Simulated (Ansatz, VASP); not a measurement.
**Al in VASP and in Ansatz**

The input INCAR:

```
SYSTEM = Al
PREC = Accurate ; ENCUT = 520
EDIFF = 1E-7 ; ISMEAR = 0
SIGMA = 0.15 ; LREAL = .FALSE.
LASPH = .TRUE. ; NELM = 80
ALGO = Fast ; ISIF = 2
LWAVE = .FALSE. ; LCHARG = .TRUE.
GGA = PE ; IVDW = 12
LELF = .TRUE. ; LVHAR = .TRUE.
NBANDS = 18
```

File KPOINTS:

```
regular mesh
0
G
  24 24 5
  0 0 0
```

Contents of POSCAR:

```
Al
1.0
    1.9913628294     -1.9913628294      0.0000000000
    1.9913628294      0.0000000000     -1.9913628294
    8.2541264521      8.2541264521      8.2541264521
Al
6
Direct
    0.6666666667      0.6666666667      0.0804027968
    0.0000000000      0.0000000000      0.8845916031
    0.3333333333      0.3333333333      0.2412405581
    0.6666666667      0.6666666667      0.5629160806
    0.0000000000      0.0000000000      0.4020783193
    0.3333333333      0.3333333333      0.7237538418
```

Input for Ansatz:

```yaml
crystal:
  lattice:
    - [1.9913628294, -1.9913628294, 0.0]
    - [1.9913628294, 0.0, -1.9913628294]
    - [8.2541264521, 8.2541264521, 8.2541264521]
  atoms:
    - { symbol: Al, position: [0.6666666667, 0.6666666667, 0.0804027968] }
    - { symbol: Al, position: [0.0, 0.0, 0.8845916031] }
    - { symbol: Al, position: [0.3333333333, 0.3333333333, 0.2412405581] }
    - { symbol: Al, position: [0.6666666667, 0.6666666667, 0.5629160806] }
    - { symbol: Al, position: [0.0, 0.0, 0.4020783193] }
    - { symbol: Al, position: [0.3333333333, 0.3333333333, 0.7237538418] }
basis:
  ecutwfc: 420
kpoints:
  mp_grid: { grid: [24, 24, 5] }
hamiltonian:
  xc: pbe
  dispersion: d3bj
scf:
  occupations: { method: gaussian, width: 0.15 }
output:
  forces: true
  stress: true
  eigenvalues: true
```

Alike in both runs: task single point; functional PBE; dispersion D3(BJ); k mesh 24 × 24 × 5; occupations gaussian, width 0.15 eV; no spin polarisation.

|  | VASP | Ansatz |
| --- | --- | --- |
| version | VASP 6.6.1 | Ansatz 0.2.0 |
| potentials or method | VASP PAW PBE potentials, release 64 (Al), cutoff 520 eV | scalar-relativistic, plane waves, PAW |
| valence electrons in the cell | 18 | 18 |

```tsv
	VASP	Ansatz	Ansatz less VASP
gap on the k mesh at the Fermi level (eV)	none	none	-
pressure (GPa)	-1.6	-1.6	+0.03
traceless stress, the component that is largest in VASP (GPa)	-0.30	-0.31	-0.003
rms of the force components (eV/Å)	0.219	0.219	+0.0002
```

Atom by atom the forces differ by 0.000 eV/Å (rms over components). A gap of «none» marks a metal or a gap that the smearing closes.
